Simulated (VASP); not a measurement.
# ZnO (Fm-3m) in VASP: single point with PBE

Aim: the single point of ZnO with PBE.

Everything below comes from runs of VASP 6.6.1. Logs are shortened: lines on timing, memory, paths and dates and some standing lists are left out, and cuts for length are marked.

## (1) The cell of the first run

Symmetry: Fm-3m, No. 225, cubic system. The conventional cell has a = 4.289 Å, b = 4.289 Å, c = 4.289 Å, α = 90.00°, β = 90.00°, γ = 90.00°. Within 2.8 Å of Zn (site symmetry m-3m) lie 6 O at 2.14 Å. Within 2.8 Å of O (site symmetry m-3m) lie 6 Zn at 2.14 Å.

## (2) Single point, PBE (strain +0.5%)

File INCAR:

```
PREC     = Accurate       # precision mode
ENCUT    = 1340           # plane-wave cutoff, eV
EDIFF    = 1E-6           # SCF threshold, eV
ISMEAR   = -1             # smearing method
SIGMA    = 0.02           # smearing width, eV
LREAL    = F              # projectors in reciprocal space
LASPH    = T              # aspherical terms in the spheres
NELM     = 120            # most SCF steps
ALGO     = Normal         # electronic algorithm
ISIF     = 2              # what is computed and relaxed
LWAVE    = F              # write WAVECAR
LCHARG   = F              # write CHGCAR
GGA      = PE             # functional
NBANDS   = 16             # bands
GGA_COMPAT= F
```

File KPOINTS:

```
Automatic mesh
0
Gamma
  10 10 10
```

File POSCAR:

```
ZnO
1.0
    0.0000000000      2.1444392384      2.1444392384
    2.1444392384      0.0000000000      2.1444392384
    2.1444392384      2.1444392384      0.0000000000
Zn O
1 1
Direct
    0.0000000000      0.0000000000      0.0000000000
    0.5000000000      0.5000000000      0.5000000000
```

Potentials or basis: VASP PAW PBE potentials, release 64 (Zn, O_h).

Launch:

```console
$ cat potpaw_PBE.64/Zn/POTCAR potpaw_PBE.64/O_h/POTCAR > POTCAR
$ mpirun -np 1 vasp_std > vasp.out
```

OUTCAR:

```text
PREC = Accurate
   ENCUT = 1340
   EDIFF = 1E-6
   ISMEAR = -1
   LREAL = F
   LASPH = T
   NELM = 120
   ISIF = 2
   GGA = PE

 ion  position               nearest neighbor table
   1  0.000  0.000  0.000-   2 2.14   2 2.14   2 2.14   2 2.14   2 2.14   2 2.14
   2  0.500  0.500  0.500-   1 2.14   1 2.14   1 2.14   1 2.14   1 2.14   1 2.14

  LATTYP: Found a face centered cubic cell.
 ALAT       =     4.2888784768

  Lattice vectors:

 A1 = (   0.0000000000,   2.1444392384,   2.1444392384)
 A2 = (   2.1444392384,   0.0000000000,   2.1444392384)
 A3 = (   2.1444392384,   2.1444392384,   0.0000000000)

Analysis of symmetry for initial positions (statically):
=====================================================================
 Subroutine PRICEL returns:
 Original cell was already a primitive cell.

 Routine SETGRP: Setting up the symmetry group for a
 face centered cubic supercell.

 Subroutine GETGRP returns: Found 48 space group operations
 (whereof 48 operations were pure point group operations)
 out of a pool of 48 trial point group operations.

The static configuration has the point symmetry O_h .

Analysis of symmetry for dynamics (positions and initial velocities):
=====================================================================
 Subroutine PRICEL returns:
 Original cell was already a primitive cell.

 Routine SETGRP: Setting up the symmetry group for a
 face centered cubic supercell.

 Subroutine GETGRP returns: Found 48 space group operations
 (whereof 48 operations were pure point group operations)
 out of a pool of 48 trial point group operations.

The dynamic configuration has the point symmetry O_h .

 Subroutine INISYM returns: Found 48 space group operations
 (whereof 48 operations are pure point group operations),
 and found     1 'primitive' translations

----------------------------------------------------------------------------------------

                                     Primitive cell

  volume of cell :      19.7229

  direct lattice vectors                    reciprocal lattice vectors
     0.000000000  2.144439238  2.144439238    -0.233161188  0.233161188  0.233161188
     2.144439238  0.000000000  2.144439238     0.233161188 -0.233161188  0.233161188
     2.144439238  2.144439238  0.000000000     0.233161188  0.233161188 -0.233161188

  length of vectors
     3.032695055  3.032695055  3.032695055     0.403847024  0.403847024  0.403847024

  position of ions in fractional coordinates (direct lattice)
     0.000000000  0.000000000  0.000000000
     0.500000000  0.500000000  0.500000000

  ion indices of the primitive-cell ions
   primitive index   ion index
                 1           1
                 2           2

----------------------------------------------------------------------------------------

 KPOINTS: Automatic mesh

Automatic generation of k-mesh.
 Grid dimensions read from file:
 generate k-points for:   10   10   10

 Generating k-lattice:

  Cartesian coordinates                     Fractional coordinates (reciprocal lattice)
    -0.023316119  0.023316119  0.023316119     0.100000000  0.000000000  0.000000000
     0.023316119 -0.023316119  0.023316119     0.000000000  0.100000000  0.000000000
     0.023316119  0.023316119 -0.023316119     0.000000000  0.000000000  0.100000000

  Length of vectors
     0.040384702  0.040384702  0.040384702

  Shift w.r.t. Gamma in fractional coordinates (k-lattice)
     0.000000000  0.000000000  0.000000000

 Subroutine IBZKPT returns following result:
 ===========================================

 Found     47 irreducible k-points:

 Following reciprocal coordinates:
            Coordinates               Weight
  0.000000  0.000000  0.000000      1.000000
  0.100000  0.000000  0.000000      8.000000
  0.200000  0.000000  0.000000      8.000000
  0.300000  0.000000  0.000000      8.000000
  0.400000  0.000000  0.000000      8.000000
  0.500000  0.000000  0.000000      4.000000
[... 16 lines left out ...]
  0.300000  0.300000  0.000000      6.000000
  0.400000  0.300000  0.000000     24.000000
 [... further k-points ...]
   k-points           NKPTS =     47   k-points in BZ     NKDIM =     47   number of bands    NBANDS=     16
   number of dos      NEDOS =    301   number of ions     NIONS =      2
   total plane-waves  NPLWV =  46656
   dimension x,y,z NGX =    36 NGY =   36 NGZ =   36
   dimension x,y,z NGXF=    72 NGYF=   72 NGZF=   72
   ions per type =               1   1
   NGX,Y,Z   is equivalent  to a cutoff of  19.73, 19.73, 19.73 a.u.
   NGXF,Y,Z  is equivalent  to a cutoff of  39.47, 39.47, 39.47 a.u.
 SYSTEM =  unknown system
   PREC   = accura    normal or accurate (medium, high low for compatibility)
   ISTART =      0    job   : 0-new  1-cont  2-samecut
   ICHARG =      2    charge: 1-file 2-atom 10-const
   ISPIN  =      1    spin polarized calculation?
   LNONCOLLINEAR =      F non collinear calculations
   LSORBIT =      F    spin-orbit coupling
   LASPH  =      T    aspherical Exc in radial PAW
   ENCUT  = 1340.0 eV  98.49 Ry    9.92 a.u.   9.05  9.05  9.05*2*pi/ulx,y,z
   NELM   =    120;   NELMIN=  2; NELMDL= -5     # of ELM steps
   EDIFF  = 0.1E-05   stopping-criterion for ELM
   LREAL  =      F    real-space projection
   EDIFFG = 0.1E-04   stopping-criterion for IOM
   NSW    =      0    number of steps for IOM
   IBRION =     -1    ionic relax: 0-MD 1-quasi-New 2-CG
   NFREE  =      0    steps in history (QN), initial steepest desc. (CG)
   ISIF   =      2    stress and relaxation
   ISYM   =      2    0-nonsym 1-usesym 2-fastsym
   POTIM  = 0.5000    time-step for ionic-motion
   TEBEG  =    0.0;   TEEND  =   0.0 temperature during run
   PSTRESS=    0.0 pullay stress
   NELECT =      18.0000    total number of electrons
   NUPDOWN=      -1.0000    fix difference up-down
   EMIN   =  10.00;   EMAX   =-10.00  energy-range for DOS
   EFERMI =   0.00;   METHOD = LEGACY
   ISMEAR =    -1;   SIGMA  =   0.02  broadening in eV -4-tet -1-fermi 0-gaus
   EFERMI_NEDOS =   21; number of points for ismear=-14 and -15
   IALGO  =     38    algorithm
   IMIX   =      4    mixing-type and parameters
     AMIX     =   0.40;   BMIX     =  1.00
     AMIX_MAG =   1.60;   BMIX_MAG =  1.00
  volume/ion in A,a.u.               =       9.86        66.55
  Fermi-wavevector in a.u.,A,eV,Ry     =   1.587969  3.000826 34.309055  2.521644
  Thomas-Fermi vector in A             =   2.687044
   LORBIT       =      0    0 simple, 1 ext, 2 COOP (PROOUT), +10 PAW based schemes
   GGA     = PE    functional components
   LHFCALC =     F    Hartree Fock is set to
   AEXX    =    0.0000 exact exchange contribution
   IVDW    =     0    specifies the selected vdW correction
   LEPSILON=     F    determine dielectric tensor
   LRPA    =     F    only Hartree local field effects (RPA)
 non-spin polarized calculation
  energy-cutoff  :     1340.00
  volume of cell :       19.72
 maximum number of plane-waves:      2210
   NGX = 19   NGY = 19   NGZ = 19

 number of electron      17.9999999 magnetization

 Free energy of the ion-electron system (eV)
  ---------------------------------------------------
  ext. energy  EPLUGINS =         0.00000000
  ---------------------------------------------------
  free energy    TOTEN  =        -8.62634264 eV

  energy without entropy =       -8.62634264  energy(sigma->0) =       -8.62634264

 E-fermi :   3.5410     XC(G=0): -12.2626

 val. band max:        3.0574737200   @ k =   0.5000   0.0000   0.0000
 cond. band min:       3.9079936458   @ k =   0.0000   0.0000   0.0000
 fundamental gap:      0.8505199258
 Fermi energy:         3.5410214796

 k-point     1 :       0.0000    0.0000    0.0000
  band No.  band energies     occupation
      1     -15.4771      2.00000
      2      -1.7883      2.00000
      3      -1.7883      2.00000
      4      -1.7883      2.00000
      5      -1.5760      2.00000
      6      -1.5760      2.00000
[... 8 lines left out ...]
     15      22.3724      0.00000
     16      22.3724      0.00000

 k-point     2 :       0.1000    0.0000    0.0000
  band No.  band energies     occupation
      1     -15.3680      2.00000
      2      -1.8673      2.00000
      3      -1.8037      2.00000
      4      -1.8037      2.00000
      5      -1.6644      2.00000
      6      -1.6644      2.00000
[... 8 lines left out ...]
     15      22.5351      0.00000
     16      22.5351      0.00000

 k-point     3 :       0.2000    0.0000    0.0000
  band No.  band energies     occupation
      1     -15.0667      2.00000
      2      -2.2649      2.00000
      3      -2.0717      2.00000
      4      -2.0717      2.00000
      5      -1.6201      2.00000
      6      -1.6201      2.00000
[... 8 lines left out ...]
     15      23.3676      0.00000
     16      23.3676      0.00000

 k-point     4 :       0.3000    0.0000    0.0000
  band No.  band energies     occupation
      1     -14.6564      2.00000
      2      -3.1248      2.00000
      3      -2.3992      2.00000
      4      -2.3992      2.00000
      5      -1.5052      2.00000
      6      -1.5052      2.00000
[... 8 lines left out ...]
     15      24.7745      0.00000
     16      24.7745      0.00000
[... 324 lines left out ...]
 k-point    22 :      -0.2000    0.2000    0.0000
  band No.  band energies     occupation
      1     -14.5483      2.00000
      2      -3.1259      2.00000
      3      -2.4886      2.00000
      4      -2.2337      2.00000
      5      -1.5832      2.00000
      6      -1.3709      2.00000
[... 8 lines left out ...]
     15      24.9052      0.00000
     16      25.9972      0.00000

 k-point    23 :       0.3000    0.3000    0.0000
  band No.  band energies     occupation
      1     -14.4978      2.00000
      2      -3.0728      2.00000
      3      -2.0643      2.00000
      4      -1.6261      2.00000
      5      -1.6261      2.00000
      6      -1.4456      2.00000
[... 8 lines left out ...]
     15      30.1115      0.00000
     16      31.2480      0.00000

 k-point    24 :       0.4000    0.3000    0.0000
  band No.  band energies     occupation
      1     -14.2651      2.00000
      2      -3.0771      2.00000
      3      -2.1873      2.00000
      4      -1.7514      2.00000
      5      -1.5411      2.00000
      6      -1.3444      2.00000
[... 8 lines left out ...]
     15      30.4803      0.00000
     16      30.8427      0.00000

 [... further k-points ...]

------------------------ aborting loop because EDIFF is reached ----------------------------------------

  FORCE on cell =-STRESS in cart. coord.  units (eV):
  Direction    XX          YY          ZZ          XY          YZ          ZX
  --------------------------------------------------------------------------------------
  -------------------------------------------------------------------------------------
  Total        0.7311657      0.7311657      0.7311657      0.0000000      0.0000000      0.0000000
  in kB       59.3957189     59.3957189     59.3957189      0.0000000      0.0000000      0.0000000
  external PRESSURE =      59.3957189 kB  Pullay stress =       0.0000000 kB

 VOLUME and BASIS-vectors are now :
 -----------------------------------------------------------------------------
  energy-cutoff  :     1340.00
  volume of cell :       19.72
      direct lattice vectors                 reciprocal lattice vectors
     0.000000000  2.144439238  2.144439238    -0.233161188  0.233161188  0.233161188
     2.144439238  0.000000000  2.144439238     0.233161188 -0.233161188  0.233161188
     2.144439238  2.144439238  0.000000000     0.233161188  0.233161188 -0.233161188

 POSITION                                       TOTAL-FORCE (eV/Angst)
 -----------------------------------------------------------------------------------
      0.00000      0.00000      0.00000         0.000000      0.000000      0.000000
      2.14444      2.14444      2.14444         0.000000     -0.000000     -0.000000
 -----------------------------------------------------------------------------------
    total drift:                                0.000000      0.000000      0.000000

  FREE ENERGIE OF THE ION-ELECTRON SYSTEM (eV)
  ---------------------------------------------------
  free  energy   TOTEN  =        -8.6263426429 eV

  energy  without entropy=       -8.6263426429  energy(sigma->0) =       -8.62634264
```

Run time: 22 s. Hardware: 1 thread of Intel Xeon Platinum 8559C (Emerald Rapids), shared host; peak memory 0.24 GiB.

Results:

* Free energy: -8.6263 eV
* Pressure: 5.9 GPa
* Band gap on the k mesh: 0.85 eV (least direct gap 2.19 eV)

Levels at points of the mesh, in eV from the valence-band top:
```tsv
k point	band 7	band 8	band 9	band 10	band 11	band 12
(0.00, 0.00, 0.00)	-1.34	-1.34	-1.34	0.85	17.94	17.94
(0.50, 0.00, 0.00)	-3.60	0.00	0.00	5.43	9.03	12.78
(0.50, 0.50, 0.00)	-4.01	-2.77	-2.77	4.19	10.63	11.26
```

Caveat: the cell differs from its parent crystal (strain +0.5%); the cell stands under pressure; the structure was generated, so it needn't be the stable form of ZnO.
